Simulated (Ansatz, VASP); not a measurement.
**One calculation of W, two programs**

```
W
1.0
     6.32000    0.00000    0.00000
     0.00000    6.32000    0.00000
     0.00000    0.00000    6.32000
W
15
Direct
  0.99567 0.00263 0.00106
  0.50089 0.00254 0.00088
  0.99578 0.49749 0.00089
  0.99581 0.00252 0.49577
  0.24832 0.25003 0.24833
  0.50101 0.49730 0.00103
  0.50100 0.00276 0.49567
  0.99563 0.49731 0.49568
  0.24833 0.75001 0.24837
  0.24834 0.25000 0.74835
  0.50090 0.49741 0.49581
  0.74830 0.75000 0.24835
  0.74838 0.25003 0.74841
  0.24829 0.75003 0.74838
  0.74831 0.75003 0.74834
```

Alike in both runs: functional PBE; dispersion D3(BJ); k mesh 3 × 3 × 3; occupations gaussian, width 0.05 eV; no spin polarisation.

Ansatz relaxed the structure, and its values are those at the end. VASP's run is a single point on that final structure, the one shown.

```csv
,VASP,Ansatz
version,VASP 6.6.1,Ansatz 0.2.0
potentials or method,"VASP PAW PBE potentials, release 64 (W_sv), cutoff 400 eV","scalar-relativistic, plane waves, PAW"
valence electrons in the cell,210,210
```

```tsv
	VASP	Ansatz	Ansatz less VASP
rms of the force components (eV/Å)	0.004	0.004	+0.0003
```

Neither program's run includes spin-orbit coupling.
